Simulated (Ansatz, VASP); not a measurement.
BaRe in VASP and in Ansatz

```
Ba Re
1.0
     3.67302    0.00000    0.00000
     0.00000    3.67302    0.00000
     0.00000    0.00000    3.67302
Ba Re
1 1
Direct
  0.00000 0.00000 0.00000
  0.50000 0.50000 0.50000
```

Alike in both runs: task single point; functional PBE; k mesh 8 × 8 × 8; occupations gaussian, width 0.05 eV; no spin polarisation.

|  | VASP | Ansatz |
| --- | --- | --- |
| version | VASP 6.6.1 | Ansatz 0.2.0 |
| potentials or method | VASP PAW PBE potentials, release 64 (Ba_sv, Re_sv_GW), cutoff 560 eV | scalar-relativistic, plane waves, PAW |
| valence electrons in the cell | 25 | 25 |

Ansatz gave:

| Quantity | Value |
| --- | --- |
| gap on the k mesh at the Fermi level (eV) | none |
| pressure (GPa) | 2.0 |

Problem. What did VASP give for the same quantities?

Solution. gap on the k mesh at the Fermi level (eV): none; pressure (GPa): 3.6.

A gap of «none» marks a metal or a gap that the smearing closes.

Neither program's run includes spin-orbit coupling.
